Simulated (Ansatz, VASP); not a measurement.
## One calculation of ZnSe, two programs

```
CELL_PARAMETERS angstrom
4.08781 0.00000 0.00000
0.00000 4.08781 0.00000
0.00000 0.00000 5.61335
ATOMIC_POSITIONS crystal
Zn 0.00000 0.00000 0.00000
Zn 0.50000 0.50000 0.00000
Se 0.00000 0.50000 0.26817
Se 0.50000 0.00000 0.73183
```

Alike in both runs: task single point; functional PBEsol; k mesh 8 × 8 × 6; occupations gaussian, width 0.05 eV; no spin polarisation.

```csv
,VASP,Ansatz
version,VASP 6.6.1,Ansatz 0.2.0
potentials or method,"VASP PAW PBE potentials, release 64 (Zn, Se), cutoff 520 eV","scalar-relativistic, plane waves, PAW"
valence electrons in the cell,36,56
```

|  | VASP | Ansatz | Ansatz less VASP |
| --- | --- | --- | --- |
| gap on the k mesh at the Fermi level (eV) | 1.63 | 1.63 | -0.003 |
| least direct gap on the mesh (eV) | 1.63 | 1.63 | -0.003 |
| pressure (GPa) | -2.4 | -2.6 | -0.22 |
| traceless stress, the component that is largest in VASP (GPa) | 0.15 | 0.13 | -0.019 |
| rms of the force components (eV/Å) | 0.158 | 0.177 | +0.0189 |

VASP's potentials were made for PBE, not for PBEsol, and Ansatz warns of the same on its side. Atom by atom the forces differ by 0.019 eV/Å (rms over components). The functional is the same, so the differences come from potentials, cutoffs and numerics. VASP's potentials hold 36 valence electrons a cell and Ansatz's 56, so a difference there can come from the potentials and not from the codes.
